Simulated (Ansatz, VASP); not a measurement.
**B3C: VASP beside Ansatz**

```
B C
1.0
     0.00000    2.72126    2.72126
     2.72126    0.00000    2.72126
     2.72126    2.72126    0.00000
B C
3 1
Cartesian
  1.3606 1.3606 1.3606
  4.0819 4.0819 4.0819
  2.7213 2.7213 2.7213
  0.0000 0.0000 0.0000
```

Change from the starting cell: species swapped into the Li3Rh type (Fm-3m, No. 225).

Alike in both runs: task relaxation of cell and atoms; functional PBE; k mesh 6 × 6 × 6; occupations gaussian, width 0.2 eV; no spin polarisation.

|  | VASP | Ansatz |
| --- | --- | --- |
| version | VASP 6.6.1 | Ansatz 0.2.0 |
| potentials or method | VASP PAW PBE potentials, release 64 (B, C), cutoff 600 eV | scalar-relativistic, plane waves, PAW |
| valence electrons in the cell | 13 | 13 |

VASP gave:

| Property | Result |
| --- | --- |
| gap on the k mesh at the Fermi level, each at its own relaxed structure (eV) | none |
| relaxed volume (Å³/atom) | 6.45 |
| relaxed cell length with the largest relative difference (Å) | 3.318 |

What did Ansatz give for the same quantities?

gap on the k mesh at the Fermi level, each at its own relaxed structure (eV): none; relaxed volume (Å³/atom): 6.48; relaxed cell length with the largest relative difference (Å): 3.321.

A gap of «none» marks a metal or a gap that the smearing closes.

Noted on VASP's run: the volume moved by over 15 % at a fixed basis, so the end points are rough.
